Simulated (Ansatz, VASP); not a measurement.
**BP4 in VASP and in Ansatz**

```xyz
5
Lattice="3.1953 0.0000 0.0000 -1.5977 2.7672 0.0000 0.0000 0.0000 10.2195" Properties=species:S:1:pos:R:3 pbc="T T T"
B     1.5977    0.9224    5.1098
P     0.0000    1.8448    1.5227
P     0.0000    1.8448    8.6969
P     0.0000    0.0000    5.1098
P     1.5977    0.9224    0.0000
```

Alike in both runs: functional PBE; k mesh 6 × 6 × 2; occupations gaussian, width 0.1 eV; no spin polarisation.

Ansatz relaxed the structure, and its values are those at the end. VASP's run is a single point on that final structure, the one shown.

```csv
,VASP,Ansatz
version,VASP 6.6.1,Ansatz 0.2.0
potentials or method,"VASP PAW PBE potentials, release 64 (B, P), cutoff 520 eV","scalar-relativistic, plane waves, PAW"
valence electrons in the cell,23,23
```

|  | VASP | Ansatz | Ansatz less VASP |
| --- | --- | --- | --- |
| gap on the k mesh at the Fermi level (eV) | none | none | - |
| pressure (GPa) | -0.1 | 0.1 | +0.22 |
| rms of the force components (eV/Å) | 0.017 | 0.010 | -0.0079 |

A gap of «none» marks a metal or a gap that the smearing closes. With one functional, cell and mesh, what is left measures potentials, basis and numerics.

The k mesh is coarse, so the values compare programs but aren't converged.
